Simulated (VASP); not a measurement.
Input of a VASP 6.6.1 run:

Contents of INCAR:

```
PREC = Accurate ; ENCUT = 520
EDIFF = 1E-8 ; ISMEAR = -1
SIGMA = 0.05 ; LREAL = F
LASPH = T ; NELM = 80
ALGO = Normal ; ISIF = 2
LWAVE = F ; LCHARG = F
GGA = PS ; LEFG = T
NBANDS = 14
```

KPOINTS

```
regular mesh
0
Gamma
  18 18 18
```

The input POSCAR:

```
HfN
1.0
    0.0000000000      2.2590000000      2.2590000000
    2.2590000000      0.0000000000      2.2590000000
    2.2590000000      2.2590000000      0.0000000000
Hf N
1 1
Direct
    0.0000000000      0.0000000000      0.0000000000
    0.5000000000      0.5000000000      0.5000000000
```

Potentials or basis: VASP PAW PBE potentials, release 64 (Hf_pv, N).

Command:

```sh
$ cat potpaw_PBE.64/Hf_pv/POTCAR potpaw_PBE.64/N/POTCAR > POTCAR
$ mpirun -np 1 vasp_std > vasp.out
```

Estimate the pressure.

-5.2 GPa.

Caveat: without QUAD_EFG the Cq values of the log hold for a quadrupole moment of 1 mb, not for the nuclei; the PAW data sets were made with another functional, which shifts forces and pressure a little.
